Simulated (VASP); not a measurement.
# SnSe (I4/mmm) in VASP: single point with PBE+D3(BJ)

Aim: the single point of SnSe with PBE+D3(BJ).

Program: VASP 6.6.1. These are calculated values, not measurements. Logs are shortened: lines on timing, memory, paths and dates and some standing lists are left out, and cuts for length are marked.

### 1 The cell of the first run

It takes space group I4/mmm (No. 139, tetragonal). Conventional cell: a = 4.597 Å, b = 4.597 Å, c = 6.020 Å, α = 90.00°, β = 90.00°, γ = 90.00°. Within 4.0 Å of Sn (site symmetry 4/mmm) lie 6 Se at 3.01 to 3.25 Å. Within 4.0 Å of Se (site symmetry 4/mmm) lie 6 Sn at 3.01 to 3.25 Å.

### 2 Single point, PBE+D3(BJ) (strain +0.080 along x and y, +0.000 along z)

INCAR reads:

```
PREC = Accurate ; ENCUT = 500
EDIFF = 1E-6 ; ISMEAR = 0
SIGMA = 0.05 ; LREAL = F
LASPH = T ; NELM = 120
ALGO = Normal ; ISIF = 2
LWAVE = F ; LCHARG = F
GGA = PE ; IVDW = 12
NBANDS = 17 ; GGA_COMPAT = F
```

KPOINTS reads:

```
regular mesh
0
Gamma
  10 10 10
```

POSCAR reads:

```
SnSe
1.0
    0.0000000000      3.2508000000      3.0100000000
    3.2508000000      0.0000000000      3.0100000000
    3.2508000000      3.2508000000      0.0000000000
Sn Se
1 1
Direct
    0.0000000000      0.0000000000      0.0000000000
    0.5000000000      0.5000000000      0.5000000000
```

Potentials or basis: VASP PAW PBE potentials, release 64 (Sn_d, Se).

Started as:

```
$ cat potpaw_PBE.64/Sn_d/POTCAR potpaw_PBE.64/Se/POTCAR > POTCAR
$ mpirun -np 1 vasp_std > vasp.out
```

OUTCAR:

```text
PREC = Accurate
   ENCUT = 500
   EDIFF = 1E-6
   ISMEAR = 0
   LREAL = F
   LASPH = T
   NELM = 120
   ISIF = 2
   GGA = PE
   IVDW = 12
 IVDW          = 12

 ion  position               nearest neighbor table
   1  0.000  0.000  0.000-   2 3.01   2 3.01   2 3.25   2 3.25   2 3.25   2 3.25
   2  0.500  0.500  0.500-   1 3.01   1 3.01   1 3.25   1 3.25   1 3.25   1 3.25

  LATTYP: Found a body centered tetragonal cell.
 ALAT       =     4.5973254486
 C/A-ratio  =     1.3094570022

  Lattice vectors:

 A1 = (   0.0000000000,  -3.2508000000,  -3.0100000000)
 A2 = (   0.0000000000,   3.2508000000,  -3.0100000000)
 A3 = (   3.2508000000,   0.0000000000,   3.0100000000)

Analysis of symmetry for initial positions (statically):
=====================================================================
 Subroutine PRICEL returns:
 Original cell was already a primitive cell.

 Routine SETGRP: Setting up the symmetry group for a
 body centered tetragonal supercell.

 Subroutine GETGRP returns: Found 16 space group operations
 (whereof 16 operations were pure point group operations)
 out of a pool of 16 trial point group operations.

The static configuration has the point symmetry D_4h.

Analysis of symmetry for dynamics (positions and initial velocities):
=====================================================================
 Subroutine PRICEL returns:
 Original cell was already a primitive cell.

 Routine SETGRP: Setting up the symmetry group for a
 body centered tetragonal supercell.

 Subroutine GETGRP returns: Found 16 space group operations
 (whereof 16 operations were pure point group operations)
 out of a pool of 16 trial point group operations.

The dynamic configuration has the point symmetry D_4h.

 Subroutine INISYM returns: Found 16 space group operations
 (whereof 16 operations are pure point group operations),
 and found     1 'primitive' translations

----------------------------------------------------------------------------------------

                                     Primitive cell

  volume of cell :      63.6176

  direct lattice vectors                    reciprocal lattice vectors
     0.000000000  3.250800000  3.010000000    -0.153808293  0.153808293  0.166112957
     3.250800000  0.000000000  3.010000000     0.153808293 -0.153808293  0.166112957
     3.250800000  3.250800000  0.000000000     0.153808293  0.153808293 -0.166112957

  length of vectors
     4.430327374  4.430327374  4.597325449     0.273692339  0.273692339  0.273692339

  position of ions in fractional coordinates (direct lattice)
     0.000000000  0.000000000  0.000000000
     0.500000000  0.500000000  0.500000000

  ion indices of the primitive-cell ions
   primitive index   ion index
                 1           1
                 2           2

----------------------------------------------------------------------------------------

 KPOINTS: regular mesh

Automatic generation of k-mesh.
 Grid dimensions read from file:
 generate k-points for:   10   10   10

 Generating k-lattice:

  Cartesian coordinates                     Fractional coordinates (reciprocal lattice)
    -0.015380829  0.015380829  0.016611296     0.100000000  0.000000000  0.000000000
     0.015380829 -0.015380829  0.016611296     0.000000000  0.100000000  0.000000000
     0.015380829  0.015380829 -0.016611296    -0.000000000 -0.000000000  0.100000000

  Length of vectors
     0.027369234  0.027369234  0.027369234

  Shift w.r.t. Gamma in fractional coordinates (k-lattice)
     0.000000000  0.000000000  0.000000000

 Subroutine IBZKPT returns following result:
 ===========================================

 Found    102 irreducible k-points:

 Following reciprocal coordinates:
            Coordinates               Weight
  0.000000  0.000000  0.000000      1.000000
  0.100000 -0.000000  0.000000      8.000000
  0.200000 -0.000000  0.000000      8.000000
  0.300000 -0.000000  0.000000      8.000000
  0.400000 -0.000000  0.000000      8.000000
  0.500000  0.000000  0.000000      4.000000
[... 16 lines left out ...]
  0.300000  0.300000  0.000000      2.000000
  0.400000  0.300000  0.000000      8.000000
 [... further k-points ...]
   k-points           NKPTS =    102   k-points in BZ     NKDIM =    102   number of bands    NBANDS=     17
   number of dos      NEDOS =    301   number of ions     NIONS =      2
   total plane-waves  NPLWV =  36864
   dimension x,y,z NGX =    32 NGY =   32 NGZ =   36
   dimension x,y,z NGXF=    64 NGYF=   64 NGZF=   72
   ions per type =               1   1
   NGX,Y,Z   is equivalent  to a cutoff of  12.01, 12.01, 13.02 a.u.
   NGXF,Y,Z  is equivalent  to a cutoff of  24.02, 24.02, 26.04 a.u.
 SYSTEM =  unknown system
   PREC   = accura    normal or accurate (medium, high low for compatibility)
   ISTART =      0    job   : 0-new  1-cont  2-samecut
   ICHARG =      2    charge: 1-file 2-atom 10-const
   ISPIN  =      1    spin polarized calculation?
   LNONCOLLINEAR =      F non collinear calculations
   LSORBIT =      F    spin-orbit coupling
   LASPH  =      T    aspherical Exc in radial PAW
   ENCUT  =  500.0 eV  36.75 Ry    6.06 a.u.   8.08  8.08  8.38*2*pi/ulx,y,z
   NELM   =    120;   NELMIN=  2; NELMDL= -5     # of ELM steps
   EDIFF  = 0.1E-05   stopping-criterion for ELM
   LREAL  =      F    real-space projection
   EDIFFG = 0.1E-04   stopping-criterion for IOM
   NSW    =      0    number of steps for IOM
   IBRION =     -1    ionic relax: 0-MD 1-quasi-New 2-CG
   NFREE  =      0    steps in history (QN), initial steepest desc. (CG)
   ISIF   =      2    stress and relaxation
   ISYM   =      2    0-nonsym 1-usesym 2-fastsym
   POTIM  = 0.5000    time-step for ionic-motion
   TEBEG  =    0.0;   TEEND  =   0.0 temperature during run
   PSTRESS=    0.0 pullay stress
   NELECT =      20.0000    total number of electrons
   NUPDOWN=      -1.0000    fix difference up-down
   EMIN   =  10.00;   EMAX   =-10.00  energy-range for DOS
   EFERMI =   0.00;   METHOD = LEGACY
   ISMEAR =     0;   SIGMA  =   0.05  broadening in eV -4-tet -1-fermi 0-gaus
   EFERMI_NEDOS =   21; number of points for ismear=-14 and -15
   IALGO  =     38    algorithm
   IMIX   =      4    mixing-type and parameters
     AMIX     =   0.40;   BMIX     =  1.00
     AMIX_MAG =   1.60;   BMIX_MAG =  1.00
  volume/ion in A,a.u.               =      31.81       214.66
  Fermi-wavevector in a.u.,A,eV,Ry     =   1.113164  2.103575 16.859444  1.239134
  Thomas-Fermi vector in A             =   2.249746
   LORBIT       =      0    0 simple, 1 ext, 2 COOP (PROOUT), +10 PAW based schemes
   GGA     = PE    functional components
   LHFCALC =     F    Hartree Fock is set to
   AEXX    =    0.0000 exact exchange contribution
   IVDW    =    12    specifies the selected vdW correction
   LEPSILON=     F    determine dielectric tensor
   LRPA    =     F    only Hartree local field effects (RPA)
 non-spin polarized calculation
 Gauss-broadening in eV      SIGMA  =   0.05
  energy-cutoff  :      500.00
  volume of cell :       63.62
 maximum number of plane-waves:      1635
   NGX = 17   NGY = 17   NGZ = 17

 number of electron      20.0000002 magnetization

 Free energy of the ion-electron system (eV)
  ---------------------------------------------------
  ext. energy  EPLUGINS =         0.00000000
  ---------------------------------------------------
  free energy    TOTEN  =        -8.03300269 eV

  energy without entropy =       -8.03295072  energy(sigma->0) =       -8.03297671

 E-fermi :   4.1424     XC(G=0):  -8.9054

 val. band max:        4.0818568230   @ k =   0.5000   0.0000   0.0000
 cond. band min:       4.2030364767   @ k =   0.5000   0.0000   0.0000
 fundamental gap:      0.1211796537
 Fermi energy:         4.1424466491

 k-point     1 :       0.0000    0.0000    0.0000
  band No.  band energies     occupation
      1     -17.7021      2.00000
      2     -17.6966      2.00000
      3     -17.6684      2.00000
      4     -17.6684      2.00000
      5     -17.6523      2.00000
      6      -8.9445      2.00000
[... 9 lines left out ...]
     16      10.4119      0.00000
     17      11.3118      0.00000

 k-point     2 :       0.1000   -0.0000    0.0000
  band No.  band energies     occupation
      1     -17.7019      2.00000
      2     -17.6966      2.00000
      3     -17.6681      2.00000
      4     -17.6679      2.00000
      5     -17.6526      2.00000
      6      -8.8932      2.00000
[... 9 lines left out ...]
     16      10.4677      0.00000
     17      11.8355      0.00000

 k-point     3 :       0.2000   -0.0000    0.0000
  band No.  band energies     occupation
      1     -17.7015      2.00000
      2     -17.6966      2.00000
      3     -17.6672      2.00000
      4     -17.6666      2.00000
      5     -17.6533      2.00000
      6      -8.7511      2.00000
[... 9 lines left out ...]
     16      10.9121      0.00000
     17      13.0539      0.00000

 k-point     4 :       0.3000   -0.0000    0.0000
  band No.  band energies     occupation
      1     -17.7010      2.00000
      2     -17.6968      2.00000
      3     -17.6661      2.00000
      4     -17.6647      2.00000
      5     -17.6541      2.00000
      6      -8.5563      2.00000
[... 9 lines left out ...]
     16      11.7166      0.00000
     17      14.2934      0.00000
[... 343 lines left out ...]
      1     -17.7002      2.00000
      2     -17.6969      2.00000
      3     -17.6660      2.00000
      4     -17.6648      2.00000
      5     -17.6552      2.00000
      6      -8.5179      2.00000
[... 9 lines left out ...]
     16      13.2460      0.00000
     17      14.0489      0.00000

 k-point    23 :       0.3000    0.3000    0.0000
  band No.  band energies     occupation
      1     -17.7046      2.00000
      2     -17.6931      2.00000
      3     -17.6618      2.00000
      4     -17.6618      2.00000
      5     -17.6601      2.00000
      6      -8.3641      2.00000
[... 9 lines left out ...]
     16      12.7840      0.00000
     17      14.2568      0.00000

 k-point    24 :       0.4000    0.3000    0.0000
  band No.  band energies     occupation
      1     -17.7047      2.00000
      2     -17.6927      2.00000
      3     -17.6623      2.00000
      4     -17.6605      2.00000
      5     -17.6604      2.00000
      6      -8.2252      2.00000
[... 9 lines left out ...]
     16      13.4865      0.00000
     17      15.3220      0.00000

 [... further k-points ...]

------------------------ aborting loop because EDIFF is reached ----------------------------------------

 Edisp (eV)   -0.66458

 E8    (eV) :    -0.3010

  FORCE on cell =-STRESS in cart. coord.  units (eV):
  Direction    XX          YY          ZZ          XY          YZ          ZX
  --------------------------------------------------------------------------------------
  -------------------------------------------------------------------------------------
  Total      -2.77390    -2.77390    -0.71275     0.00000     0.00000    -0.00000
  in kB     -69.85945   -69.85945   -17.95023     0.00000     0.00000    -0.00000
  external pressure =      -52.56 kB  Pullay stress =        0.00 kB

 VOLUME and BASIS-vectors are now :
 -----------------------------------------------------------------------------
  energy-cutoff  :      500.00
  volume of cell :       63.62
      direct lattice vectors                 reciprocal lattice vectors
     0.000000000  3.250800000  3.010000000    -0.153808293  0.153808293  0.166112957
     3.250800000  0.000000000  3.010000000     0.153808293 -0.153808293  0.166112957
     3.250800000  3.250800000  0.000000000     0.153808293  0.153808293 -0.166112957

 POSITION                                       TOTAL-FORCE (eV/Angst)
 -----------------------------------------------------------------------------------
      0.00000      0.00000      0.00000        -0.000000      0.000000      0.000000
      3.25080      3.25080      3.01000         0.000000     -0.000000      0.000000
 -----------------------------------------------------------------------------------
    total drift:                                0.000000     -0.000000     -0.000000

  FREE ENERGIE OF THE ION-ELECTRON SYSTEM (eV)
  ---------------------------------------------------
  free  energy   TOTEN  =        -8.6975798753 eV

  energy  without entropy=       -8.6975279062  energy(sigma->0) =       -8.69755389
```

Wall time 52 s (1 thread of AMD EPYC 9R45 (Zen 5), shared host); peak memory 0.23 GiB.

Results:

```
Free energy                : -8.6976 eV
Pressure                   : -5.3 GPa
Band gap on the k mesh     : 0.12 eV, direct
Dispersion energy per atom : -0.332 eV
```

Levels at points of the mesh, in eV from the valence-band top:
```
           k point  band 6  band 7  band 8  band 9  band 10  band 11  band 12  band 13  band 14  band 15
(0.00, 0.00, 0.00)  -13.03   -5.54   -2.33   -1.62    -1.62     3.18     3.18     4.81     5.81     5.81
(0.50, 0.00, 0.00)  -12.39   -7.49   -1.67   -1.61     0.00     0.12     1.07     1.45     7.76     9.31
(0.50, 0.50, 0.00)  -12.11   -6.18   -4.68   -3.12    -3.12     3.30     4.25     4.25     5.66     9.96
(0.50, 0.00, 0.50)  -12.29   -6.00   -4.50   -3.39    -2.60     3.53     3.81     4.67     5.45     9.28
```

Caveat: the cell differs from its parent crystal (strain +0.080 along x and y, +0.000 along z); spin-orbit coupling is left out, which moves the levels of the heavy elements.
